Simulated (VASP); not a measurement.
A run of VASP 6.6.1 is set up as follows.

The input INCAR:

```
ALGO = Normal
EDIFF = 1E-6
ENCUT = 520
GGA = RE
ISIF = 2
ISMEAR = -1
LASPH = T
LCHARG = F
LREAL = F
LWAVE = F
NBANDS = 11
NELM = 100
PREC = Accurate
SIGMA = 0.1
```

File KPOINTS:

```
k-points
0
Gamma
  25 25 25
```

The input POSCAR:

```
Ni
1.0
    0.0000000000      1.6954127464      1.6954127464
    1.6954127464      0.0000000000      1.6954127464
    1.6954127464      1.6954127464      0.0000000000
Ni
1
Direct
    0.0000000000      0.0000000000      0.0000000000
```

Potentials or basis: VASP PAW PBE potentials, release 64 (Ni).

Run with:

```sh
$ cat potpaw_PBE.64/Ni/POTCAR > POTCAR
$ mpirun -np 1 vasp_std > vasp.out
```

(1) Predict the pressure.

(2) What does it give for the band gap on the k mesh?

Answers

(1) 32.5 GPa.

(2) zero (band 5 reaches 11.16 eV, above the bottom of band 6 at 10.02 eV).

Caveat: the PAW data sets were made with another functional, which shifts forces and pressure a little; the run has no spin polarisation, though such a crystal can be magnetic.
